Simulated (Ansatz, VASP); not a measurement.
LiTiH6O2F6: VASP beside Ansatz

INCAR

```
PREC = Accurate
ENCUT = 910
EDIFF = 1E-8
ISMEAR = -1
SIGMA = 0.02
LREAL = Auto
LASPH = T
NELM = 200
ALGO = Normal
ISIF = 2
LWAVE = F
LCHARG = F
ISPIN = 2
MAGMOM = 0 1 0 0 0 0 0 0 0 0 0 0 0 0 0 0
LORBIT = 11
LMAXMIX = 4
GGA = PE
LEFG = T
NBANDS = 56
GGA_COMPAT = F
```

The input KPOINTS:

```
regular mesh
0
Gamma
  5 5 4
```

The input POSCAR:

```
LiTiH6O2F6
1.0
    6.1359104610      0.0000000000      0.0000000000
   -3.0679552305      5.3138543346      0.0000000000
    0.0000000000      0.0000000000      5.6151890000
Li Ti H O F
1 1 6 2 6
Direct
    0.0000000000      0.0000000000      0.5000000000
    0.0000000000      0.0000000000      0.0000000000
    0.1859310000      0.4931480000      0.2760630000
    0.5068520000      0.6927830000      0.2760630000
    0.4931480000      0.1859310000      0.7239370000
    0.3072170000      0.8140690000      0.2760630000
    0.6927830000      0.5068520000      0.7239370000
    0.8140690000      0.3072170000      0.7239370000
    0.3333333333      0.6666666667      0.3229850000
    0.6666666667      0.3333333333      0.6770150000
    0.2501020000      0.0118600000      0.2341360000
    0.9881400000      0.2382420000      0.2341360000
    0.0118600000      0.2501020000      0.7658640000
    0.7617580000      0.7498980000      0.2341360000
    0.2382420000      0.9881400000      0.7658640000
    0.7498980000      0.7617580000      0.7658640000
```

Input for Ansatz:

```yaml
crystal:
  lattice:
    - [6.135910461, 0.0, 0.0]
    - [-3.0679552305, 5.3138543346, 0.0]
    - [0.0, 0.0, 5.615189]
  atoms:
    - { symbol: Li, position: [0.0, 0.0, 0.5] }
    - { symbol: Ti, position: [0.0, 0.0, 0.0], spin: 1.0 }
    - { symbol: H, position: [0.185931, 0.493148, 0.276063] }
    - { symbol: H, position: [0.506852, 0.692783, 0.276063] }
    - { symbol: H, position: [0.493148, 0.185931, 0.723937] }
    - { symbol: H, position: [0.307217, 0.814069, 0.276063] }
    - { symbol: H, position: [0.692783, 0.506852, 0.723937] }
    - { symbol: H, position: [0.814069, 0.307217, 0.723937] }
    - { symbol: O, position: [0.3333333333, 0.6666666667, 0.322985] }
    - { symbol: O, position: [0.6666666667, 0.3333333333, 0.677015] }
    - { symbol: F, position: [0.250102, 0.01186, 0.234136] }
    - { symbol: F, position: [0.98814, 0.238242, 0.234136] }
    - { symbol: F, position: [0.01186, 0.250102, 0.765864] }
    - { symbol: F, position: [0.761758, 0.749898, 0.234136] }
    - { symbol: F, position: [0.238242, 0.98814, 0.765864] }
    - { symbol: F, position: [0.749898, 0.761758, 0.765864] }
magnetization:
  spin_polarized: true
kpoints:
  mp_grid: { grid: [5, 5, 4] }
scf:
  occupations: { method: fermi_dirac, width: 0.02 }
hamiltonian:
  xc: pbe
  pseudopotentials: { kind: paw }
output:
  forces: true
  stress: true
  populations: true
  efg:
    quadrupole_moments_barn: { Li: -0.0401, Ti: 0.247, H: 0.00285783, O: -0.02558 }
    contact_densities: true
```

Alike in both runs: task electric field gradients; functional PBE; k mesh 5 × 5 × 4; occupations fermi-dirac, width 0.02 eV; collinear spin.

|  | VASP | Ansatz |
| --- | --- | --- |
| version | VASP 6.6.1 | Ansatz 0.2.0 |
| potentials or method | VASP PAW PBE potentials, release 64 (Li_sv, Ti_sv, H_h, O_h, F_h) | plane-wave PAW, scalar-relativistic |
| plane-wave cutoff (eV) | 910 | 420 |
| valence electrons in the cell | 75 | 75 |

VASP gave:

```
rms of the force components (eV/Å)                            : 0.035
net moment per atom (μB)                                      : 0.06
size of the moment on the site where the two differ most (μB) : 0.88
size of Vzz on the site where it differs most (V/Å²)          : 136.2
```

**Question.** Estimate Ansatz's values.

**Answer.** rms of the force components (eV/Å): 0.045; net moment per atom (μB): 0.06; size of the moment on the site where the two differ most (μB): 0.70; size of Vzz on the site where it differs most (V/Å²): 156.5.

Site moments also hang on the region over which each program counts them. Atom by atom the forces differ by 0.017 eV/Å (rms over components).

Noted on VASP's run: the cutoff is under 1.25 times that of the potentials, so the pressure is a little rough.
